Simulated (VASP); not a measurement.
# GaN (F-43m) in VASP: notebook, part 2 of 2

VASP 6.6.1.

## (4) Single point, HSE06 (strain -4.9%)

The input, POSCAR:

```
GaN
1.0
    0.0000000000      2.1392036575      2.1392036575
    2.1392036575      0.0000000000      2.1392036575
    2.1392036575      2.1392036575      0.0000000000
Ga N
1 1
Direct
    0.0000000000      0.0000000000      0.0000000000
    0.2500000000      0.2500000000      0.2500000000
```

The input, INCAR.step1:

```
SYSTEM = GaN
ALGO = Normal
EDIFF = 1E-5
ENCUT = 520
GGA = PE
ISIF = 2
ISMEAR = 0
LASPH = .TRUE.
LCHARG = .FALSE.
LREAL = .FALSE.
LWAVE = .TRUE.
NBANDS = 16
NELM = 100
PREC = Accurate
SIGMA = 0.01
```

The input, INCAR.step2:

```
SYSTEM = GaN
ALGO = Normal
EDIFF = 1E-6
ENCUT = 520
GGA = PE
HFSCREEN = 0.2079
ISIF = 2
ISMEAR = 0
ISTART = 1
LASPH = .TRUE.
LCHARG = .FALSE.
LHFCALC = .TRUE.
LREAL = .FALSE.
LWAVE = .FALSE.
NBANDS = 16
NELM = 100
PREC = Accurate
PRECFOCK = Normal
SIGMA = 0.01
```

The input, KPOINTS:

```
k-points
0
G
  6 6 6
  0 0 0
```

Potentials or basis: VASP PAW PBE potentials, release 64 (Ga_d, N).

Started as:

```console
$ cat potpaw_PBE.64/Ga_d/POTCAR potpaw_PBE.64/N/POTCAR > POTCAR
$ cp INCAR.step1 INCAR
$ mpirun -np 1 vasp_std > vasp.out
$ cp INCAR.step2 INCAR
$ mpirun -np 1 vasp_std > vasp.out
```

OUTCAR:

```text
SYSTEM = GaN
   EDIFF = 1E-6
   ENCUT = 520
   GGA = PE
   HFSCREEN = 0.2079
   ISIF = 2
   ISMEAR = 0
   ISTART = 1
   LASPH = .TRUE.
   LHFCALC = .TRUE.
   LREAL = .FALSE.
   NELM = 100
   PREC = Accurate
   PRECFOCK = Normal

 ion  position               nearest neighbor table
   1  0.000  0.000  0.000-   2 1.85   2 1.85   2 1.85   2 1.85
   2  0.250  0.250  0.250-   1 1.85   1 1.85   1 1.85   1 1.85

  LATTYP: Found a face centered cubic cell.
 ALAT       =     4.2784073150

  Lattice vectors:

 A1 = (   0.0000000000,   2.1392036575,   2.1392036575)
 A2 = (   2.1392036575,   0.0000000000,   2.1392036575)
 A3 = (   2.1392036575,   2.1392036575,   0.0000000000)

Analysis of symmetry for initial positions (statically):
=====================================================================
 Subroutine PRICEL returns:
 Original cell was already a primitive cell.

 Routine SETGRP: Setting up the symmetry group for a
 face centered cubic supercell.

 Subroutine GETGRP returns: Found 24 space group operations
 (whereof 24 operations were pure point group operations)
 out of a pool of 48 trial point group operations.

The static configuration has the point symmetry T_d .

Analysis of symmetry for dynamics (positions and initial velocities):
=====================================================================
 Subroutine PRICEL returns:
 Original cell was already a primitive cell.

 Routine SETGRP: Setting up the symmetry group for a
 face centered cubic supercell.

 Subroutine GETGRP returns: Found 24 space group operations
 (whereof 24 operations were pure point group operations)
 out of a pool of 48 trial point group operations.

The dynamic configuration has the point symmetry T_d .

 Subroutine INISYM returns: Found 24 space group operations
 (whereof 24 operations are pure point group operations),
 and found     1 'primitive' translations

[... 109 lines left out ...]
   LORBIT       =      0    0 simple, 1 ext, 2 COOP (PROOUT), +10 PAW based schemes
   GGA     = PE    functional components
   LHFCALC =     T    Hartree Fock is set to
   PRECFOCK=normal    Normal, Fast or Accurate (Low or Medium for compatibility)
   ENCUT4O =  -1.0   cutoff for four orbital integrals eV
   NKREDX  =     1    reduce k-point grid by
   NKREDY  =     1    reduce k-point grid by
   NKREDZ  =     1    reduce k-point grid by
   AEXX    =    0.2500 exact exchange contribution
   HFSCREEN=    0.2079 screening length (either q_TF or 0.3 A-1)
   HFSCREENC=   0.2079 screening length for correlation (either q_TF or 0.3 A-1)
   ENCUTFOCK=  -1.0 apply spherical cutoff to Coloumb kernel
   IVDW    =     0    specifies the selected vdW correction
   LEPSILON=     F    determine dielectric tensor
   LRPA    =     F    only Hartree local field effects (RPA)
 non-spin polarized calculation
 Gauss-broadening in eV      SIGMA  =   0.01
  energy-cutoff  :      520.00
  volume of cell :       19.58
 maximum number of plane-waves:       544
 NGX is ok and might be reduce to    24
  NGX = 18; NGY = 18; NGZ = 18

 number of electron      18.0000003 magnetization

 Free energy of the ion-electron system (eV)
  ---------------------------------------------------
  ext. energy  EPLUGINS =         0.00000000
  ---------------------------------------------------
  free energy    TOTEN  =       -14.38716197 eV

  energy without entropy =      -14.38716197  energy(sigma->0) =      -14.38716197

 E-fermi :   6.3519     XC(G=0): -10.2266

 val. band max:        6.2405900628   @ k =   0.0000   0.0000   0.0000
 cond. band min:      10.3763242121   @ k =   0.0000   0.0000   0.0000
 fundamental gap:      4.1357341493
 Fermi energy:         6.3519129226

 k-point     1 :       0.0000    0.0000    0.0000
  band No.  band energies     occupation
      1     -12.6961      2.00000
      2      -9.4569      2.00000
      3      -9.4569      2.00000
      4      -9.4569      2.00000
      5      -8.9546      2.00000
      6      -8.9546      2.00000
[... 281 lines left out ...]
      3      -9.1488      2.00000
      4      -8.9846      2.00000
      5      -8.9029      2.00000
      6      -6.5101      2.00000
[... 8 lines left out ...]
     15      30.5387      0.00000
     16      34.1999      0.00000

------------------------ aborting loop because EDIFF is reached ----------------------------------------

  FORCE on cell =-STRESS in cart. coord.  units (eV):
  Direction    XX          YY          ZZ          XY          YZ          ZX
  --------------------------------------------------------------------------------------
  -------------------------------------------------------------------------------------
  Total        4.9444936      4.9444936      4.9444936      0.0000000      0.0000000     -0.0000000
  in kB      404.6187560    404.6187560    404.6187560      0.0000000      0.0000000     -0.0000000
  external PRESSURE =     404.6187560 kB  Pullay stress =       0.0000000 kB

 VOLUME and BASIS-vectors are now :
 -----------------------------------------------------------------------------
  energy-cutoff  :      520.00
  volume of cell :       19.58
      direct lattice vectors                 reciprocal lattice vectors
     0.000000000  2.139203657  2.139203657    -0.233731837  0.233731837  0.233731837
     2.139203657  0.000000000  2.139203657     0.233731837 -0.233731837  0.233731837
     2.139203657  2.139203657  0.000000000     0.233731837  0.233731837 -0.233731837

 POSITION                                       TOTAL-FORCE (eV/Angst)
 -----------------------------------------------------------------------------------
      0.00000      0.00000      0.00000         0.000000      0.000000      0.000000
      1.06960      1.06960      1.06960        -0.000000      0.000000     -0.000000
 -----------------------------------------------------------------------------------
    total drift:                               -0.000006     -0.000016      0.000005

  FREE ENERGIE OF THE ION-ELECTRON SYSTEM (eV)
  ---------------------------------------------------
  free  energy   TOTEN  =       -14.3871619705 eV

  energy  without entropy=      -14.3871619705  energy(sigma->0) =      -14.38716197
```

OUTCAR.step1:

```text
SYSTEM = GaN
   EDIFF = 1E-5
   ENCUT = 520
   GGA = PE
   ISIF = 2
   ISMEAR = 0
[... 516 lines left out ...]
      0.00000      0.00000      0.00000        -0.000000     -0.000000     -0.000000
      1.06960      1.06960      1.06960         0.000000      0.000000      0.000000
 -----------------------------------------------------------------------------------
    total drift:                                0.000003      0.000003      0.000003

  FREE ENERGIE OF THE ION-ELECTRON SYSTEM (eV)
  ---------------------------------------------------
  free  energy   TOTEN  =       -11.6556063774 eV

  energy  without entropy=      -11.6556063774  energy(sigma->0) =      -11.65560638
```

Run time: 24 min. Hardware: 1 thread of AMD EPYC 7R43 (Zen 3), shared host; peak memory 0.22 GiB.

Results:

```yaml
Free_energy: -14.3872 eV
Pressure: 40.5 GPa
Band_gap_on_the_k_mesh: 4.14 eV, direct
```

Levels at points of the mesh, in eV from the valence-band top:
| k point | band 7 | band 8 | band 9 | band 10 | band 11 | band 12 |
| --- | --- | --- | --- | --- | --- | --- |
| (0.00, 0.00, 0.00) | 0.00 | 0.00 | 0.00 | 4.14 | 13.02 | 13.02 |
| (0.50, 0.00, 0.00) | -8.71 | -1.26 | -1.26 | 7.29 | 11.29 | 12.80 |
| (0.50, 0.50, 0.00) | -7.30 | -3.53 | -3.53 | 4.55 | 9.08 | 15.05 |

Caveat: the k points lie up to 0.42 Å⁻¹ apart; the cell differs from its parent crystal (strain -4.9%); the PAW data sets were made with another functional, which shifts forces and pressure a little. A k mesh can miss the band edges.

## (5) Overview

```csv
level,k mesh,smearing,grid for exact exchange (PRECFOCK),screening parameter,gap on the mesh (eV),pressure (GPa)
PBE,10 × 10 × 10,fermi-dirac 0.02 eV,-,-,2.73,46.9
r2SCAN,10 × 10 × 10,gaussian 0.01 eV,-,-,3.15,42.6
HSE06,6 × 6 × 6,gaussian 0.01 eV,Normal,0.2079 1/Å,4.14,40.5
```

Alike in all rows: task single point; potentials or basis VASP PAW PBE potentials, release 64 (Ga_d, N); no spin polarisation; cell as given; cutoff (eV) 520.

Caveats: some runs use coarse meshes; the PAW data sets were made with another functional, which shifts forces and pressure a little (some runs).

Total energies depend on the potentials used, so only differences within one code and one set of settings carry meaning.
